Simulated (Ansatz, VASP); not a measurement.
# Two plane-wave programs on TaN

INCAR

```
  PREC = Accurate
  ENCUT = 520
  EDIFF = 1E-6
  ISMEAR = 0
  SIGMA = 0.15
  LREAL = F
  LASPH = T
  NELM = 60
  ALGO = Normal
  ISIF = 2
  LWAVE = F
  LCHARG = F
  GGA = PE
  NBANDS = 15
```

File KPOINTS:

```
Automatic mesh
0
Gamma
  18 18 18
```

Contents of POSCAR:

```
TaN
1.0
    0.0000000000      2.0918400000      2.1790000000
    2.0918400000      0.0000000000      2.1790000000
    2.0918400000      2.0918400000      0.0000000000
Ta N
1 1
Direct
    0.5000000000      0.5000000000      0.5000000000
    0.0000000000      0.0000000000      0.0000000000
```

Input for Ansatz:

```yaml
crystal:
  lattice:
    - [0.0, 2.09184, 2.179]
    - [2.09184, 0.0, 2.179]
    - [2.09184, 2.09184, 0.0]
  atoms:
    - { symbol: Ta, position: [0.5, 0.5, 0.5] }
    - { symbol: "N", position: [0.0, 0.0, 0.0] }
basis:
  ecutwfc: 420
kpoints:
  mp_grid: { grid: [18, 18, 18] }
hamiltonian:
  xc: pbe
scf:
  occupations: { method: gaussian, width: 0.15 }
output:
  forces: true
  stress: true
  eigenvalues: true
```

Change from the starting cell: strain -0.0400 x Voigt [1, 1, 0, 0, 0, 0], atoms carried along.

Alike in both runs: task single point; functional PBE; k mesh 18 × 18 × 18; occupations gaussian, width 0.15 eV; no spin polarisation.

```csv
,VASP,Ansatz
version,VASP 6.6.1,Ansatz 0.2.0
potentials or method,"VASP PAW PBE potentials, release 64 (Ta_pv, N), cutoff 520 eV","scalar-relativistic, plane waves, PAW"
valence electrons in the cell,16,18
```

Ansatz gave:

- gap on the k mesh at the Fermi level (eV): none
- pressure (GPa): 54.5
- traceless stress, the component that is largest in VASP (GPa): -25.24

**Question.** Which values does VASP return?

**Answer.** gap on the k mesh at the Fermi level (eV): none; pressure (GPa): 56.0; traceless stress, the component that is largest in VASP (GPa): -25.43.

A gap of «none» marks a metal or a gap that the smearing closes. Both programs put the cell under a high pressure, so it lies far from rest at this level. VASP's potentials hold 16 valence electrons a cell and Ansatz's 18, so a difference there can come from the potentials and not from the codes.

Neither program's run includes spin-orbit coupling.
